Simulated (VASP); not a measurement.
# Li2RhN2 (P-3m1) in VASP: further runs

The runs below take Li2RhN2 through single point, with PBE, r2SCAN.

All numbers are computed with VASP 6.6.1; they aren't measurements. Logs are shortened: lines on timing, memory, paths and dates and some standing lists are left out, and cuts for length are marked.

## 1. The cell of the first run

Symmetry: P-3m1, No. 164, trigonal system. The conventional cell has a = 3.578 Å, b = 3.578 Å, c = 5.638 Å, α = 90.00°, β = 90.00°, γ = 120.00°. Within 2.9 Å of Li (site symmetry 3m) lie 4 N at 2.22 to 2.46 Å and 3 Li at 2.64 Å and 3 Rh at 2.87 Å. Within 3.1 Å of Rh (site symmetry -3m) lie 6 N at 2.38 Å and 6 Li at 2.87 Å. N (site symmetry 3m) has 4 Li at 2.22 to 2.46 Å and 3 Rh at 2.38 Å within 2.9 Å.

## 2. Single point, PBE

File INCAR:

```
SYSTEM = Li2RhN2
ALGO = Normal ; EDIFF = 1E-6
ENCUT = 880 ; GGA = PE
GGA_COMPAT = .False. ; ISIF = 2
ISMEAR = 0 ; ISYM = -1
LASPH = .True. ; LCHARG = .False.
LREAL = .False. ; LWAVE = .False.
NBANDS = 24 ; NELM = 120
PREC = Accurate ; SIGMA = 0.1
```

File KPOINTS:

```
explicit points
12
Reciprocal
  0.04166667   0.12500000   0.25000000 1
  0.04166667   0.62500000   0.25000000 1
  0.20833333   0.12500000   0.25000000 1
  0.20833333   0.62500000   0.25000000 1
  0.37500000   0.12500000   0.25000000 1
  0.37500000   0.62500000   0.25000000 1
  0.54166667   0.12500000   0.25000000 1
  0.54166667   0.62500000   0.25000000 1
  0.70833333   0.12500000   0.25000000 1
  0.70833333   0.62500000   0.25000000 1
  0.87500000   0.12500000   0.25000000 1
  0.87500000   0.62500000   0.25000000 1
```

File POSCAR:

```
Li2RhN2
1.0
    3.5778870126      0.0000000000      0.0000000000
   -1.7889435063      3.0985410448      0.0000000000
    0.0000000000      0.0000000000      5.6375736776
Li Rh N
2 1 2
Direct
    0.6666666667      0.3333333333      0.3544900000
    0.3333333333      0.6666666667      0.6455100000
    0.0000000000      0.0000000000      0.0000000000
    0.6666666667      0.3333333333      0.7906920000
    0.3333333333      0.6666666667      0.2093080000
```

Potentials or basis: VASP PAW PBE potentials, release 64 (Li_sv, Rh_pv, N).

Run with:

```bash
$ cat potpaw_PBE.64/Li_sv/POTCAR potpaw_PBE.64/Rh_pv/POTCAR potpaw_PBE.64/N/POTCAR > POTCAR
$ mpirun -np 1 vasp_std > vasp.out
```

OUTCAR:

```text
SYSTEM = Li2RhN2
   EDIFF = 1E-6
   ENCUT = 880
   GGA = PE
   ISIF = 2
   ISMEAR = 0
   ISYM = -1
   LASPH = .True.
   LREAL = .False.
   NELM = 120
   PREC = Accurate

 ion  position               nearest neighbor table
   1  0.667  0.333  0.354-   3 2.87   3 2.87   3 2.87
   2  0.333  0.667  0.646-   3 2.87   3 2.87   3 2.87
   3  0.000  0.000  0.000-   4 2.38   5 2.38   4 2.38   5 2.38   4 2.38   5 2.38   1 2.87   2 2.87
                             2 2.87   1 2.87   1 2.87   2 2.87
   4  0.667  0.333  0.791-   3 2.38   3 2.38   3 2.38
   5  0.333  0.667  0.209-   3 2.38   3 2.38   3 2.38

IMPORTANT INFORMATION: All symmetrisations will be switched off!
NOSYMM: (Re-)initialisation of all symmetry stuff for point group C_1.

----------------------------------------------------------------------------------------

                                     Primitive cell

  volume of cell :      62.4994

  direct lattice vectors                    reciprocal lattice vectors
     3.577887013  0.000000000  0.000000000     0.279494572  0.161366267  0.000000000
    -1.788943506  3.098541045  0.000000000     0.000000000  0.322732533  0.000000000
     0.000000000  0.000000000  5.637573678     0.000000000  0.000000000  0.177381274

  length of vectors
     3.577887013  3.577887013  5.637573678     0.322732533  0.322732533  0.177381274

  position of ions in fractional coordinates (direct lattice)
     0.666666667  0.333333333  0.354490000
     0.333333333  0.666666667  0.645510000
     0.000000000  0.000000000  0.000000000
     0.666666667  0.333333333  0.790692000
     0.333333333  0.666666667  0.209308000

  ion indices of the primitive-cell ions
   primitive index   ion index
                 1           1
                 2           2
                 3           3
                 4           4
                 5           5

----------------------------------------------------------------------------------------

 KPOINTS: explicit points

Read explicit list of k-points.

 Found     12 k-points:

 Following reciprocal coordinates:
            Coordinates               Weight
  0.041667  0.125000  0.250000      0.083333
  0.041667  0.625000  0.250000      0.083333
  0.208333  0.125000  0.250000      0.083333
  0.208333  0.625000  0.250000      0.083333
  0.375000  0.125000  0.250000      0.083333
  0.375000  0.625000  0.250000      0.083333
  0.541667  0.125000  0.250000      0.083333
[... 23 lines left out ...]
   EDIFF  = 0.1E-05   stopping-criterion for ELM
   LREAL  =      F    real-space projection
   EDIFFG = 0.1E-04   stopping-criterion for IOM
   NSW    =      0    number of steps for IOM
   IBRION =     -1    ionic relax: 0-MD 1-quasi-New 2-CG
   NFREE  =      0    steps in history (QN), initial steepest desc. (CG)
   ISIF   =      2    stress and relaxation
   ISYM   =     -1    0-nonsym 1-usesym 2-fastsym
   POTIM  = 0.5000    time-step for ionic-motion
   TEBEG  =    0.0;   TEEND  =   0.0 temperature during run
   PSTRESS=    0.0 pullay stress
   NELECT =      31.0000    total number of electrons
   NUPDOWN=      -1.0000    fix difference up-down
   EMIN   =  10.00;   EMAX   =-10.00  energy-range for DOS
   EFERMI =   0.00;   METHOD = LEGACY
   ISMEAR =     0;   SIGMA  =   0.10  broadening in eV -4-tet -1-fermi 0-gaus
   EFERMI_NEDOS =   21; number of points for ismear=-14 and -15
   IALGO  =     38    algorithm
   IMIX   =      4    mixing-type and parameters
     AMIX     =   0.40;   BMIX     =  1.00
     AMIX_MAG =   1.60;   BMIX_MAG =  1.00
  volume/ion in A,a.u.               =      12.50        84.35
  Fermi-wavevector in a.u.,A,eV,Ry     =   1.295896  2.448888 22.848883  1.679345
  Thomas-Fermi vector in A             =   2.427386
   LORBIT       =      0    0 simple, 1 ext, 2 COOP (PROOUT), +10 PAW based schemes
   GGA     = PE    functional components
   LHFCALC =     F    Hartree Fock is set to
   AEXX    =    0.0000 exact exchange contribution
   IVDW    =     0    specifies the selected vdW correction
   LEPSILON=     F    determine dielectric tensor
   LRPA    =     F    only Hartree local field effects (RPA)
 non-spin polarized calculation
 Gauss-broadening in eV      SIGMA  =   0.10
  energy-cutoff  :      880.00
  volume of cell :       62.50
 maximum number of plane-waves:      3714
 NGX is ok and might be reduce to    36
   NGX = 17   NGY = 17   NGZ = 27

 number of electron      31.0000000 magnetization

 Free energy of the ion-electron system (eV)
  ---------------------------------------------------
  ext. energy  EPLUGINS =         0.00000000
  ---------------------------------------------------
  free energy    TOTEN  =       -26.21009173 eV

  energy without entropy =      -26.18776278  energy(sigma->0) =      -26.19892725

 E-fermi :   3.2220     XC(G=0): -10.0017

 val. band max:        3.1845781794   @ k =   0.5417   0.6250   0.2500
 cond. band min:       3.2311623852   @ k =   0.2083   0.1250   0.2500
 fundamental gap:      0.0465842058
 Fermi energy:         3.2220266062

 k-point     1 :       0.0417    0.1250    0.2500
  band No.  band energies     occupation
      1     -42.9409      2.00000
      2     -42.9083      2.00000
      3     -42.8822      2.00000
      4     -41.7820      2.00000
      5     -41.7421      2.00000
      6      -9.8366      2.00000
[... 313 lines left out ...]
     23      12.6821      0.00000
     24      13.5687      0.00000

------------------------ aborting loop because EDIFF is reached ----------------------------------------

  FORCE on cell =-STRESS in cart. coord.  units (eV):
  Direction    XX          YY          ZZ          XY          YZ          ZX
  --------------------------------------------------------------------------------------
  -------------------------------------------------------------------------------------
  Total      -11.2208103    -11.1795089     -8.5979479     -0.1536544      0.0488343      0.0302479
  in kB     -287.6462366   -286.5874723   -220.4089815     -3.9389404      1.2518694      0.7754077
  external PRESSURE =    -264.8808968 kB  Pullay stress =       0.0000000 kB

 VOLUME and BASIS-vectors are now :
 -----------------------------------------------------------------------------
  energy-cutoff  :      880.00
  volume of cell :       62.50
      direct lattice vectors                 reciprocal lattice vectors
     3.577887013  0.000000000  0.000000000     0.279494572  0.161366267  0.000000000
    -1.788943506  3.098541045  0.000000000     0.000000000  0.322732533  0.000000000
     0.000000000  0.000000000  5.637573678     0.000000000  0.000000000  0.177381274

 POSITION                                       TOTAL-FORCE (eV/Angst)
 -----------------------------------------------------------------------------------
      1.78894      1.03285      1.99846         0.013874      0.014903     -0.655691
     -0.00000      2.06569      3.63911        -0.013887     -0.014898      0.655405
      0.00000      0.00000      0.00000        -0.000017     -0.000008      0.000013
      1.78894      1.03285      4.45758         0.042856     -0.022751      1.072596
     -0.00000      2.06569      1.17999        -0.042826      0.022754     -1.072323
 -----------------------------------------------------------------------------------
    total drift:                                0.000057      0.000009     -0.000053

  FREE ENERGIE OF THE ION-ELECTRON SYSTEM (eV)
  ---------------------------------------------------
  free  energy   TOTEN  =       -26.2100917288 eV

  energy  without entropy=      -26.1877627767  energy(sigma->0) =      -26.19892725
```

It took 35 s on 1 thread of AMD EPYC 7R13 (Zen 3), shared host; peak memory 0.22 GiB.

Results:

```
Free energy            : -26.2101 eV
Pressure               : -26.5 GPa
Largest force          : 1.074 eV/Å
Band gap on the k mesh : zero (an odd number of electrons rules out a gap without spin polarisation)
```

Forces on the atoms (eV/Å):
```
Li   0.014  0.015 -0.656
Li  -0.014 -0.015  0.655
Rh   0.000  0.000  0.000
N    0.043 -0.023  1.073
N   -0.043  0.023 -1.072
```

Stress tensor (GPa, compression positive):
```
-28.76  -0.39   0.08
 -0.39 -28.66   0.13
  0.08   0.13 -22.04
```

Levels at points of the mesh, in eV from the Fermi level:
```
           k point  band 13  band 14  band 15  band 16  band 17  band 18
(0.04, 0.12, 0.25)    -0.84    -0.80    -0.14     0.30     1.62     1.95
```

Caveat: the stress differs along the axes, from -29 to -22 GPa; forces of over 1 eV/Å act on the atoms, so gaps and moduli don't describe the material at rest.

## 3. Single point, r2SCAN

This run uses another cell than the first one, of 9.12 Å³/atom.

Edit POSCAR of step 2 so:

```diff
@@ -2,5 +2,5 @@
 1.0
-    3.5778870126      0.0000000000      0.0000000000
-   -1.7889435063      3.0985410448      0.0000000000
-    0.0000000000      0.0000000000      5.6375736776
+    3.2214626416      0.0000000000      0.0000000000
+   -1.6107313208      2.7898684850      0.0000000000
+    0.0000000000      0.0000000000      5.0759660458
 Li Rh N
```

File INCAR.step1:

```
PREC = Accurate
ENCUT = 970
ISMEAR = 0
SIGMA = 0.1
LREAL = False
LASPH = True
NELM = 120
NBANDS = 24
GGA = PE
ALGO = Normal
EDIFF = 1E-5
LWAVE = True
LCHARG = False
GGA_COMPAT = False
```

File INCAR.step2:

```
PREC = Accurate
ENCUT = 970
EDIFF = 1E-6
ISMEAR = 0
SIGMA = 0.1
LREAL = False
LASPH = True
NELM = 120
ALGO = Normal
ISIF = 2
LWAVE = False
LCHARG = False
METAGGA = R2SCAN
LMIXTAU = True
NBANDS = 24
ISTART = 1
GGA_COMPAT = False
```

File KPOINTS:

```
Automatic mesh
0
Gamma
  1 1 1
  0 0 0.5
```

Potentials or basis: VASP PAW PBE potentials, release 64 (Li_sv, Rh_sv_GW, N).

Run with:

```bash
$ cat potpaw_PBE.64/Li_sv/POTCAR potpaw_PBE.64/Rh_sv_GW/POTCAR potpaw_PBE.64/N/POTCAR > POTCAR
$ cp INCAR.step1 INCAR
$ mpirun -np 1 vasp_std > vasp.out
$ cp INCAR.step2 INCAR
$ mpirun -np 1 vasp_std > vasp.out
```

It took 34 s on 1 thread of Intel Xeon 6975P-C (Granite Rapids), shared host; peak memory 0.28 GiB.

The run converged. Its results:

| Property | Result |
| --- | --- |
| Free energy | -45.2682 eV |
| Pressure | -9.6 GPa |
| Largest force | 2.401 eV/Å |
| Band gap on the k mesh | zero (an odd number of electrons rules out a gap without spin polarisation) |

Forces in eV/Å, atoms in the order of the input:
```
Li   0.000  0.000 -1.385
Li   0.000  0.000  1.385
Rh   0.000  0.000  0.000
N    0.000  0.000  2.401
N    0.000  0.000 -2.401
```

Stress tensor (GPa, compression positive):
```
 -5.04   0.00   0.00
  0.00  -5.04   0.00
  0.00   0.00 -18.65
```

Levels at points of the mesh, in eV from the Fermi level:
```tsv
k point	band 14	band 15	band 16	band 17	band 18	band 19
(0.00, 0.00, 0.50)	-2.63	-1.13	-1.13	0.00	3.33	3.33
```

Caveat: the k points lie up to 2.25 Å⁻¹ apart, too coarse for converged energies and pressures of a metal; the PAW data sets were made with another functional, which shifts forces and pressure a little.

The gap in the log of VASP goes by the Fermi energy; the results here count the filled bands.